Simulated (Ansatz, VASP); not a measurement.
## Rb: VASP beside Ansatz

INCAR

```
SYSTEM = Rb
PREC = Accurate ; ENCUT = 520
EDIFF = 1E-6 ; ISMEAR = -1
SIGMA = 0.1 ; LREAL = .FALSE.
LASPH = .TRUE. ; NELM = 60
ALGO = Normal ; ISIF = 2
LWAVE = .FALSE. ; LCHARG = .FALSE.
GGA = CA ; NBANDS = 16
```

KPOINTS

```
Automatic mesh
0
G
  9 9 5
  0 0 0
```

The input POSCAR:

```
Rb
1.0
    4.6513414467      0.0000000000      0.0000000000
   -2.3256707233      4.0281798545      0.0000000000
    0.0000000000      0.0000000000      7.6698221206
Rb
2
Direct
    0.3333333333      0.6666666667      0.2500000000
    0.6666666667      0.3333333333      0.7500000000
```

Input for Ansatz:

```yaml
crystal:
  lattice:
    - [4.6513414467, 0.0, 0.0]
    - [-2.3256707233, 4.0281798545, 0.0]
    - [0.0, 0.0, 7.6698221206]
  atoms:
    - { symbol: Rb, position: [0.3333333333, 0.6666666667, 0.25] }
    - { symbol: Rb, position: [0.6666666667, 0.3333333333, 0.75] }
hamiltonian:
  xc: lda
  pseudopotentials:
    kind: paw
    azcp:
      Rb: "pseudopotentials/Rb.paw.azcp"
basis:
  ecutwfc: 420
  fft_grid_basis: typed
kpoints:
  mp_grid: { grid: [9, 9, 5], shift: [0, 0, 0] }
magnetization:
  spin_polarized: false
scf:
  occupations: { method: fermi_dirac, width: 0.1 }
  lower_state_search: "off"
output:
  stress: true
  write_density: true
  write_potential: true
  elf: true
  volumetric_format: npy
```

Alike in both runs: task single point; functional LDA; k mesh 9 × 9 × 5; occupations fermi-dirac, width 0.1 eV; no spin polarisation.

```csv
,VASP,Ansatz
version,VASP 6.6.1,Ansatz 0.2.0
potentials or method,"VASP PAW LDA potentials, release 64 (Rb_sv), cutoff 520 eV","plane waves (420 eV) with PAW, scalar-relativistic"
valence electrons in the cell,18,18
```

|  | VASP | Ansatz | Ansatz less VASP |
| --- | --- | --- | --- |
| pressure (GPa) | 0.3 | 0.3 | 0.00 |

Ansatz warns that its potentials were made for another functional, while VASP's fit it. LDA's correlation is that of Perdew and Zunger in VASP and of Perdew and Wang (1992) in Ansatz.
